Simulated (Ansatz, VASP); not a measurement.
# Two plane-wave programs on SnO

```xyz
4
Lattice="3.8206 0.0000 0.0000 0.0000 4.0116 0.0000 0.0000 0.0000 30.6334" Properties=species:S:1:pos:R:3 pbc="T T T"
Sn    1.9103    0.0000   14.1672
Sn    0.0000    2.0058   16.4662
O     0.0000    0.0000   15.3643
O     1.9103    2.0058   15.2691
```

Change from the starting cell: strain along y +0.050, atoms relaxed.

Alike in both runs: functional PBE; dispersion D3(BJ); k mesh 6 × 6 × 1; occupations gaussian, width 0.02 eV; no spin polarisation.

Ansatz relaxed the structure, and its values are those at the end. VASP's run is a single point on that final structure, the one shown.

```csv
,VASP,Ansatz
version,VASP 6.6.1,Ansatz 0.2.0
potentials or method,"VASP PAW PBE potentials, release 64 (Sn_d, O), cutoff 520 eV","scalar-relativistic, plane waves, PAW"
valence electrons in the cell,40,40
```

Ansatz gave:

```
gap on the k mesh at the Fermi level (eV) : 2.79
least direct gap on the mesh (eV)         : 2.83
rms of the force components (eV/Å)        : 0.000
```

Q: What did VASP give for the same quantities?

A: gap on the k mesh at the Fermi level (eV): 2.73; least direct gap on the mesh (eV): 2.77; rms of the force components (eV/Å): 0.032.

Ansatz's warnings: stress scf threshold loose, xc potential rough in thin density.
